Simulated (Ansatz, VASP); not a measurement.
**Ti in VASP and in Ansatz**

The input INCAR:

```
  PREC = Accurate
  ENCUT = 520
  EDIFF = 1E-7
  ISMEAR = 0
  SIGMA = 0.15
  LREAL = False
  LASPH = True
  NELM = 80
  ALGO = Fast
  ISIF = 2
  LWAVE = False
  LCHARG = True
  GGA = PE
  LELF = True
  LVHAR = True
  NBANDS = 19
```

KPOINTS

```
regular mesh
0
Gamma
  24 24 12
```

POSCAR

```
Ti
1.0
    2.7029660044      0.0000000000      0.0000000000
   -1.3514830022      2.3408372254      0.0000000000
    0.0000000000      0.0000000000      5.5816746605
Ti
2
Direct
    0.3333333333      0.6666666667      0.2500000000
    0.6666666667      0.3333333333      0.7500000000
```

Input for Ansatz:

```yaml
crystal:
  lattice:
    - [2.7029660044, 0.0, 0.0]
    - [-1.3514830022, 2.3408372254, 0.0]
    - [0.0, 0.0, 5.5816746605]
  atoms:
    - { symbol: Ti, position: [0.3333333333, 0.6666666667, 0.25] }
    - { symbol: Ti, position: [0.6666666667, 0.3333333333, 0.75] }
basis:
  ecutwfc: 420
kpoints:
  mp_grid: { grid: [24, 24, 12] }
hamiltonian:
  xc: pbe
scf:
  occupations: { method: gaussian, width: 0.15 }
output:
  forces: true
  stress: true
  eigenvalues: true
```

Alike in both runs: task single point; functional PBE; k mesh 24 × 24 × 12; occupations gaussian, width 0.15 eV; no spin polarisation.

|  | VASP | Ansatz |
| --- | --- | --- |
| version | VASP 6.6.1 | Ansatz 0.2.0 |
| potentials or method | VASP PAW PBE potentials, release 64 (Ti_sv), cutoff 520 eV | scalar-relativistic, plane waves, PAW |
| valence electrons in the cell | 24 | 24 |

```csv
,VASP,Ansatz,Ansatz less VASP
gap on the k mesh at the Fermi level (eV),none,none,-
pressure (GPa),-1.1,-0.8,+0.22
"traceless stress, the component that is largest in VASP (GPa)",-12.96,-13.03,-0.064
```

A gap of «none» marks a metal or a gap that the smearing closes.
